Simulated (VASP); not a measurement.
MnO2:

```
CELL_PARAMETERS angstrom
2.53637 0.00000 0.00000
-1.26818 2.19656 0.00000
0.00000 0.00000 4.08558
ATOMIC_POSITIONS crystal
Mn 0.00000 0.00000 0.50000
O 0.66667 0.33333 0.29371
O 0.33333 0.66667 0.70629
```

Base run:

* Program: VASP 6.6.1
* Functional: LDA
* Potentials or basis: VASP PAW LDA potentials, release 64 (Mn_pv, O)
* Cutoff: 520 eV
* k mesh: 11 × 11 × 6
* Occupations: fermi-dirac, width 0.03 eV
* Spin: collinear spin, ferromagnetic start
* Starting moments: [4.0, 0.0, 0.0] μB

Its results: pressure 135.8 GPa; largest force 7.665 eV/Å.

Task: The run is repeated on the same cell with these changes: spin from collinear spin, ferromagnetic start to no spin polarisation; further incar settings from ALGO = Normal; EDIFF = 1e-06; NBANDS = 24 to ALGO = Normal; EDIFF = 1e-06; NBANDS = 20. What comes out?

Result: Pressure 126.6 GPa; largest force 7.748 eV/Å.

Caveats: the cell stands under pressure; a cell with one magnetic atom can't hold antiferromagnetic order, which such compounds often take (at least some runs); forces of over 1 eV/Å act on the atoms, so gaps and moduli don't describe the material at rest (at least some runs); an odd number of electrons without spin polarisation forces a metal (at least some runs); a magnetic or distorted state may lie lower (at least some runs).
